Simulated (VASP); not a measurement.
## Pt: single point with LDA

The system is Pt.

```
CELL_PARAMETERS angstrom
0.00000 1.94847 1.94847
1.94847 0.00000 1.94847
1.94847 1.94847 0.00000
ATOMIC_POSITIONS crystal
Pt 0.00000 0.00000 0.00000
```

```
Program             : VASP 6.6.1
Task                : single point
Functional          : LDA
Potentials or basis : VASP PAW LDA potentials, release 64 (Pt)
Cutoff              : 520 eV
k mesh              : 16 × 16 × 16
Occupations         : fermi-dirac, width 0.15 eV
Spin                : no spin polarisation
```

- Pressure: 0.8 GPa
- Band gap on the k mesh: zero (band 5 reaches 12.03 eV, above the bottom of band 6 at 9.73 eV)

Levels at points of the mesh, in eV from the Fermi level:
```tsv
k point	band 3	band 4	band 5	band 6	band 7	band 8
(0.00, 0.00, 0.00)	-3.95	-3.95	-1.69	-1.69	14.55	19.58
(0.50, 0.00, 0.00)	-4.01	-0.58	0.03	0.03	5.96	14.12
(0.50, 0.50, 0.00)	0.01	0.50	0.50	1.71	9.06	11.38
```

Wall time 14 s on 1 thread of Intel(R) Xeon(R) Platinum 8259CL CPU @ 2.50GHz (Skylake/Cascade Lake), on a shared host, peak memory 0.13 GiB.

Caveat: spin-orbit coupling is left out, which moves the levels of the heavy elements.
